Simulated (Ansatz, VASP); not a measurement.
# Nb: VASP beside Ansatz

```
Nb
1.0
     0.00000    2.89513    2.89513
     2.89513    0.00000    2.89513
     2.89513    2.89513    0.00000
Nb
2
Direct
  0.12500 0.12500 0.12500
  0.87500 0.87500 0.87500
```

Alike in both runs: task relaxation of cell and atoms; functional LDA; k mesh 9 × 9 × 9; occupations fermi-dirac, width 0.1 eV; no spin polarisation.

```csv
,VASP,Ansatz
version,VASP 6.6.1,Ansatz 0.2.0
potentials or method,"VASP PAW LDA potentials, release 64 (Nb_sv), cutoff 600 eV","plane waves (420 eV) with PAW, scalar-relativistic"
valence electrons in the cell,26,26
```

```csv
,VASP,Ansatz,Ansatz less VASP
relaxed volume (Å³/atom),23.87,23.85,-0.025
relaxed cell length with the largest relative difference (Å),4.072,4.071,-0.0014
```

Ansatz warns that its potentials were made for another functional, while VASP's fit it. LDA's correlation is that of Perdew and Zunger in VASP and of Perdew and Wang (1992) in Ansatz.
